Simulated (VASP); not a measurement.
Mo, 1 atom in the cell. It takes space group I4/mmm (No. 139, tetragonal). The conventional cell has a = 3.142 Å, b = 3.142 Å, c = 3.417 Å, α = 90.00°, β = 90.00°, γ = 90.00°. Mo (site symmetry 4/mmm) has 14 Mo at 2.80 to 3.42 Å within 3.7 Å.  This cell differs from its parent crystal: strain +0.0875 x Voigt [1, 0, 0, 0, 0, 0].

```yaml
Program: VASP 6.6.1
Task: single point
Functional: PBE
Potentials_or_basis: VASP PAW PBE potentials, release 64 (Mo_sv)
Cutoff: 520 eV
k_mesh: 22 × 22 × 22
Occupations: gaussian, width 0.15 eV
Spin: no spin polarisation
Dipole_correction: no
Further_INCAR_settings: ALGO = Fast; EDIFF = 1e-07; NBANDS = 13
```

Potentials or basis: VASP PAW PBE potentials, release 64 (Mo_sv).

The run is started by

```console
$ cat potpaw_PBE.64/Mo_sv/POTCAR > POTCAR
$ mpirun -np 1 vasp_std > vasp.out
```

Hardware: 1 thread of Intel Xeon 8259CL (shared host).

Question: How long does it take, and how much memory?

Answer: It took 3.1 min on 1 thread of Intel Xeon 8259CL, on a shared host, peak memory 0.29 GiB. Counts: scf iterations 15, k points 834.
